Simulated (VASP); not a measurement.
SrTiO3:

```
CELL_PARAMETERS angstrom
3.91270 0.00000 0.00000
0.00000 3.91270 0.00000
0.00000 0.00000 3.91270
ATOMIC_POSITIONS crystal
Sr 0.00000 0.00000 0.00000
Ti 0.50000 0.50000 0.50000
O 0.50000 0.00000 0.50000
O 0.50000 0.50000 0.00000
O 0.00000 0.50000 0.50000
```

```yaml
Program: VASP 6.6.1
Task: relaxation of cell and atoms
Functional: r2SCAN
Potentials_or_basis: VASP PAW PBE potentials, release 64 (Sr_sv, Ti_sv, O)
Cutoff: 600 eV
k_mesh: 6 × 6 × 6
Occupations: gaussian, width 0.02 eV
Spin: no spin polarisation
Hubbard_terms: Ti d U = 4.0 eV
```

At the start: pressure 3.8 GPa; volume 11.98 Å³/atom.

Question: Where does the relaxation end?

Answer: Over 3 steps the energy falls by 2.8 meV/atom and the volume is 12.22 Å³/atom (+2.0 %); space group Pm-3m (No. 221, to 0.1 Å) before and after.

Step by step:
```csv
step,energy change (eV),largest force (eV/Å),pressure (GPa),volume (Å³)
1,0.0000,0.0000,3.78,59.90
2,0.0009,0.0000,-3.66,62.39
3,-0.0140,0.0000,0.00,61.11
```

Final structure:
```yaml
crystal:
  lattice:
    - [3.93883, 0.00000, 0.00000]
    - [0.00000, 3.93883, 0.00000]
    - [0.00000, 0.00000, 3.93883]
  atoms:
    - { symbol: Sr, position: [0.00000, 0.00000, 0.00000] }
    - { symbol: Ti, position: [0.50000, 0.50000, 0.50000] }
    - { symbol: O, position: [0.50000, 0.00000, 0.50000] }
    - { symbol: O, position: [0.50000, 0.50000, 0.00000] }
    - { symbol: O, position: [0.00000, 0.50000, 0.50000] }
```

Caveat: the PAW data sets were made with another functional, which shifts forces and pressure a little.
